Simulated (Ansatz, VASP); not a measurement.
## GaN: VASP beside Ansatz

File INCAR:

```
PREC = Accurate
ENCUT = 520
EDIFF = 1E-7
ISMEAR = 0
SIGMA = 0.05
LREAL = F
LASPH = T
NELM = 80
ALGO = Normal
ISIF = 2
LWAVE = F
LCHARG = F
GGA = PS
NBANDS = 16
```

File KPOINTS:

```
Automatic mesh
0
Gamma
  10 10 10
```

POSCAR

```
GaN
1.0
    0.0000000000      2.2489555081      2.2489555081
    2.0915286225      0.0000000000      2.2489555081
    2.0915286225      2.2489555081      0.0000000000
Ga N
1 1
Direct
    0.0000000000      0.0000000000      0.0000000000
    0.7500000000      0.7500000000      0.7500000000
```

Input for Ansatz:

```yaml
crystal:
  lattice:
    - [0.0, 2.2489555081, 2.2489555081]
    - [2.0915286225, 0.0, 2.2489555081]
    - [2.0915286225, 2.2489555081, 0.0]
  atoms:
    - { symbol: Ga, position: [0.0, 0.0, 0.0] }
    - { symbol: "N", position: [0.75, 0.75, 0.75] }
basis:
  ecutwfc: 520.0
kpoints:
  mp_grid: { grid: [10, 10, 10] }
hamiltonian:
  xc: pbesol
  pseudopotentials: { kind: paw }
scf:
  occupations: { method: gaussian, width: 0.05 }
output:
  forces: true
  stress: true
  eigenvalues: true
```

Change from the starting cell: mode 4 frozen in at +0.000 Å, normal strain along x -0.0700.

Alike in both runs: task single point; functional PBEsol; k mesh 10 × 10 × 10; occupations gaussian, width 0.05 eV; no spin polarisation.

```csv
,VASP,Ansatz
version,VASP 6.6.1,Ansatz 0.2.0
potentials or method,"VASP PAW PBE potentials, release 64 (Ga_d, N), cutoff 520 eV","scalar-relativistic, plane waves, PAW"
valence electrons in the cell,18,18
```

|  | VASP | Ansatz | Ansatz less VASP |
| --- | --- | --- | --- |
| gap on the k mesh at the Fermi level (eV) | 1.98 | 1.96 | -0.020 |
| least direct gap on the mesh (eV) | 1.98 | 1.96 | -0.020 |
| pressure (GPa) | 15.2 | 15.5 | +0.28 |
| traceless stress, the component that is largest in VASP (GPa) | 4.55 | 4.48 | -0.063 |

VASP's potentials were made for PBE, not for PBEsol.
